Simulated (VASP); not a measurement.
## Re: single point with PBEsol

Crystal: Re.

```
Re
1.0
     1.46264   -4.80802    0.00000
     1.46264    4.80802    0.00000
     0.00000    0.00000    4.43069
Re
4
Direct
  0.13976 0.86024 0.00000
  0.63976 0.36024 0.50000
  0.86024 0.13976 0.00000
  0.36024 0.63976 0.50000
```

```json
{"Program": "VASP 6.6.1", "Task": "single point", "Functional": "PBEsol", "Potentials or basis": "VASP PAW PBE potentials, release 64 (Re_sv_GW)", "Cutoff": "500 eV", "k mesh": "6 × 6 × 4", "Occupations": "gaussian, width 0.1 eV", "Spin": "no spin polarisation", "Dipole correction": "no", "Second run": "valence_matched", "Further INCAR settings": "ALGO = Normal; EDIFF = 1e-06; NBANDS = 38"}
```

```
Pressure               : -2.4 GPa
Band gap on the k mesh : zero (band 30 reaches 13.13 eV, above the bottom of band 31 at 11.56 eV)
```

Stress tensor (GPa, compression positive):
```
-2.45  0.00  0.00
 0.00 -2.41  0.00
 0.00  0.00 -2.24
```

Levels at points of the mesh, in eV from the Fermi level:
| k point | band 28 | band 29 | band 30 | band 31 | band 32 | band 33 |
| --- | --- | --- | --- | --- | --- | --- |
| (0.00, 0.00, 0.00) | -0.51 | -0.29 | 0.14 | 0.30 | 0.35 | 0.44 |
| (0.50, 0.00, 0.00) | -1.77 | -1.48 | -1.48 | 0.24 | 0.24 | 1.25 |
| (0.50, 0.50, 0.00) | -1.48 | -1.45 | 0.02 | 0.20 | 0.99 | 1.16 |
| (0.00, 0.00, 0.50) | -1.85 | -1.41 | -1.41 | -0.43 | -0.43 | -0.14 |
| (0.50, 0.00, 0.50) | -0.94 | 0.24 | 0.24 | 1.64 | 1.64 | 2.94 |
| (0.50, 0.50, 0.50) | -1.73 | -1.18 | -1.18 | -1.04 | -1.04 | 0.39 |

Run time: 53 s on 1 thread of Intel(R) Xeon(R) 6975P-C (Granite Rapids), with other jobs on the host, peak memory 0.24 GiB.

Caveat: the k points lie up to 0.37 Å⁻¹ apart; the PAW data sets were made with another functional, which shifts forces and pressure a little; spin-orbit coupling is left out, which moves the levels of the heavy elements.
